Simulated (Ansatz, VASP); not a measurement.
## KNb3O: VASP beside Ansatz

```
CELL_PARAMETERS angstrom
3.54351 0.00000 0.00000
0.00000 3.54351 0.00000
0.00000 0.00000 7.16999
ATOMIC_POSITIONS crystal
K 0.50000 0.50000 0.50000
Nb 0.50000 0.50000 0.00000
Nb 0.00000 0.00000 0.79386
Nb 0.00000 0.00000 0.20614
O 0.00000 0.00000 0.50000
```

Alike in both runs: functional PBE; k mesh 10 × 10 × 6; occupations gaussian, width 0.1 eV; no spin polarisation.

Ansatz relaxed the structure, and its values are those at the end. VASP's run is a single point on that final structure, the one shown.

|  | VASP | Ansatz |
| --- | --- | --- |
| version | VASP 6.6.1 | Ansatz 0.2.0 |
| potentials or method | VASP PAW PBE potentials, release 64 (K_sv, Nb_sv, O), cutoff 520 eV | scalar-relativistic, plane waves, PAW |
| valence electrons in the cell | 54 | 54 |

VASP gave:

| Item | Value |
| --- | --- |
| gap on the k mesh at the Fermi level (eV) | none |
| pressure (GPa) | 0.0 |
| rms of the force components (eV/Å) | 0.006 |

What did Ansatz give for the same quantities?

gap on the k mesh at the Fermi level (eV): none; pressure (GPa): 0.0; rms of the force components (eV/Å): 0.000.

A gap of «none» marks a metal or a gap that the smearing closes.
